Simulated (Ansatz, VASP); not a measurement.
Two plane-wave programs on MnS

```
CELL_PARAMETERS angstrom
-2.62184 -2.62184 5.26561
-5.26561 -2.62184 2.62184
-2.62184 -5.26561 2.62184
ATOMIC_POSITIONS crystal
Mn 0.00000 0.00000 0.00000
Mn 0.50000 0.50000 0.50000
S 0.25000 0.25000 0.25000
S 0.75000 0.75000 0.75000
```

Alike in both runs: functional PBE; k mesh 8 × 8 × 8; occupations gaussian, width 0.05 eV; collinear spin; Hubbard terms Mn d U = 3.9 eV.

Ansatz relaxed the structure, and its values are those at the end. VASP's run is a single point on that final structure, the one shown.

```csv
,VASP,Ansatz
version,VASP 6.6.1,Ansatz 0.2.0
potentials or method,"VASP PAW PBE potentials, release 64 (Mn_pv, S), cutoff 520 eV","scalar-relativistic, plane waves, PAW"
valence electrons in the cell,38,42
```

```tsv
	VASP	Ansatz	Ansatz less VASP
gap on the k mesh at the Fermi level (eV)	2.30	2.23	-0.073
least direct gap on the mesh (eV)	2.80	2.72	-0.076
pressure (GPa)	-0.5	0.0	+0.54
net moment per atom (μB)	0.00	0.00	0.000
size of the moment on the site where the two differ most (μB)	4.53	4.45	-0.073
```

Site moments also hang on the region over which each program counts them. The programs project onto different local orbitals, so the same U acts differently, and such runs can settle in different states. VASP's potentials hold 38 valence electrons a cell and Ansatz's 42, so a difference there can come from the potentials and not from the codes.
